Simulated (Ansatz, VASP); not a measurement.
## Ta5F2: VASP beside Ansatz

File INCAR:

```
PREC = Accurate ; ENCUT = 520
EDIFF = 1E-6 ; ISMEAR = 0
SIGMA = 0.2 ; LREAL = False
LASPH = True ; NELM = 60
ALGO = Normal ; ISIF = 2
LWAVE = False ; LCHARG = True
GGA = PE ; LELF = True
LVHAR = True ; NBANDS = 44
```

The input KPOINTS:

```
Automatic mesh
0
Gamma
  6 6 2
```

Contents of POSCAR:

```
Ta5F2
1.0
    3.2794732485      0.0000000000      0.0000000000
    0.0000000000      3.2794732485      0.0000000000
    0.0000000000      0.0000000000     10.0754653371
Ta F
5 2
Direct
    0.5000000000      0.5000000000      0.1664416100
    0.5000000000      0.5000000000      0.8335583900
    0.0000000000      0.0000000000      0.0000000000
    0.0000000000      0.0000000000      0.3319239911
    0.0000000000      0.0000000000      0.6680760089
    0.0000000000      0.5000000000      0.5000000000
    0.5000000000      0.0000000000      0.5000000000
```

Input for Ansatz:

```yaml
crystal:
  lattice:
    - [3.2794732485, 0.0, 0.0]
    - [0.0, 3.2794732485, 0.0]
    - [0.0, 0.0, 10.0754653371]
  atoms:
    - { symbol: Ta, position: [0.5, 0.5, 0.16644161] }
    - { symbol: Ta, position: [0.5, 0.5, 0.83355839] }
    - { symbol: Ta, position: [0.0, 0.0, 0.0] }
    - { symbol: Ta, position: [0.0, 0.0, 0.3319239911] }
    - { symbol: Ta, position: [0.0, 0.0, 0.6680760089] }
    - { symbol: F, position: [0.0, 0.5, 0.5] }
    - { symbol: F, position: [0.5, 0.0, 0.5] }
basis:
  ecutwfc: 420
kpoints:
  mp_grid: { grid: [6, 6, 2] }
hamiltonian:
  xc: pbe
scf:
  occupations: { method: gaussian, width: 0.2 }
  lower_state_search: "off"
output:
  forces: true
  stress: true
  eigenvalues: true
```

Alike in both runs: task single point; functional PBE; k mesh 6 × 6 × 2; occupations gaussian, width 0.2 eV; no spin polarisation.

```csv
,VASP,Ansatz
version,VASP 6.6.1,Ansatz 0.2.0
potentials or method,"VASP PAW PBE potentials, release 64 (Ta_pv, F), cutoff 520 eV","scalar-relativistic, plane waves, PAW"
valence electrons in the cell,69,79
```

|  | VASP | Ansatz | Ansatz less VASP |
| --- | --- | --- | --- |
| gap on the k mesh at the Fermi level (eV) | none | none | - |
| pressure (GPa) | 0.4 | 0.4 | -0.01 |
| traceless stress, the component that is largest in VASP (GPa) | 0.26 | 0.27 | +0.003 |
| rms of the force components (eV/Å) | 0.049 | 0.058 | +0.0094 |

Atom by atom the forces differ by 0.010 eV/Å (rms over components). A gap of «none» marks a metal or a gap that the smearing closes. VASP's potentials hold 69 valence electrons a cell and Ansatz's 79, so a difference there can come from the potentials and not from the codes.

Spin-orbit coupling is off throughout.
